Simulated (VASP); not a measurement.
Te: single point with PBE

Te:

```xyz
6
Lattice="7.5068 0.0000 0.0000 0.0000 7.5068 0.0000 0.0000 0.0000 2.7526" Properties=species:S:1:pos:R:3 pbc="T T T"
Te    1.3272    2.4262    0.0000
Te    2.4262    6.1797    0.0000
Te    6.1797    5.0806    0.0000
Te    5.0806    1.3272    0.0000
Te    0.0000    0.0000    0.0000
Te    3.7534    3.7534    0.0000
```

The cell was generated, and may not be a known phase.

| Item | Value |
| --- | --- |
| Program | VASP 6.6.1 |
| Task | single point |
| Functional | PBE |
| Potentials or basis | VASP PAW PBE potentials, release 64 (Te) |
| Cutoff | 520 eV |
| k mesh | 2 × 2 × 6 |
| Occupations | gaussian, width 0.1 eV |
| Spin | no spin polarisation |
| Dipole correction | no |
| Further INCAR settings | ALGO = Normal; EDIFF = 1e-07; NBANDS = 27 |

```json
{
 "Pressure": "31.5 GPa",
 "Largest force": "0.914 eV/Å",
 "Band gap on the k mesh": "zero (bands 18 and 19 overlap by 3.68 eV)"
}
```

Forces in eV/Å, atoms in the order of the input:
```
Te  -0.646  0.646  0.000
Te   0.646  0.646  0.000
Te   0.646 -0.646  0.000
Te  -0.646 -0.646  0.000
Te   0.000  0.000  0.000
Te   0.000  0.000  0.000
```

Stress tensor (GPa, compression positive):
```
26.92  0.00  0.00
 0.00 26.92  0.00
 0.00  0.00 40.60
```

Levels at points of the mesh, in eV from the Fermi level:
| k point | band 16 | band 17 | band 18 | band 19 | band 20 | band 21 |
| --- | --- | --- | --- | --- | --- | --- |
| (0.00, 0.00, 0.00) | -1.72 | 1.87 | 1.87 | 2.72 | 2.98 | 3.70 |
| (0.50, 0.00, 0.00) | -0.26 | 1.02 | 1.02 | 3.46 | 3.46 | 3.53 |
| (0.50, 0.50, 0.00) | -2.16 | 2.74 | 2.74 | 3.54 | 3.54 | 4.51 |
| (0.00, 0.00, 0.50) | -1.12 | -0.95 | -0.95 | 0.12 | 1.01 | 1.01 |
| (0.50, 0.00, 0.50) | -3.27 | -1.58 | -1.58 | 0.51 | 0.51 | 1.73 |
| (0.50, 0.50, 0.50) | -2.47 | -0.64 | -0.64 | 0.09 | 0.09 | 1.17 |

It took 39 s on 1 thread of Intel(R) Xeon(R) Platinum 8488C (Sapphire Rapids), with other jobs on the host, peak memory 0.24 GiB.

Caveat: the k points lie up to 0.42 Å⁻¹ apart, too coarse for converged energies and pressures of a metal; spin-orbit coupling is left out, which moves the levels of the heavy elements.
